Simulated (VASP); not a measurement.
RbIr3:

```
Rb Ir
1.0
     4.42169    0.00000    0.00000
     0.00000    4.42169    0.00000
     0.00000    0.00000    4.42169
Rb Ir
1 3
Direct
  0.00000 0.00000 0.00000
  0.50000 0.00000 0.50000
  0.00000 0.50000 0.50000
  0.50000 0.50000 0.00000
```

| Quantity | Value |
| --- | --- |
| Program | VASP 6.6.1 |
| Task | relaxation of cell and atoms |
| Functional | PBE |
| Potentials or basis | VASP PAW PBE potentials, release 64 (Rb_sv, Ir) |
| Cutoff | 600 eV |
| k mesh | 4 × 4 × 4 |
| Occupations | gaussian, width 0.1 eV |
| Spin | no spin polarisation |

At the start: pressure -15.3 GPa; volume 21.61 Å³/atom.

Q: How do energy, volume and symmetry change on relaxing?

A: Over 4 steps the energy falls by 208.6 meV/atom and the volume is 18.01 Å³/atom (-16.6 %); space group Pm-3m (No. 221, to 0.05 Å).

The path:
```csv
step,energy change (eV),largest force (eV/Å),pressure (GPa),volume (Å³)
1,0.0000,0.0000,-15.30,86.45
2,-0.2154,0.0000,25.37,63.11
3,-0.8341,0.0000,-0.51,72.32
4,-0.8345,0.0000,-0.01,72.06
```

Final structure:
```
Rb Ir
1.0
     4.16130    0.00000    0.00000
     0.00000    4.16130    0.00000
     0.00000    0.00000    4.16130
Rb Ir
1 3
Direct
  0.00000 0.00000 0.00000
  0.50000 0.00000 0.50000
  0.00000 0.50000 0.50000
  0.50000 0.50000 0.00000
```

Caveat: the volume moved by over 15 % at a fixed basis, so the end points are rough.
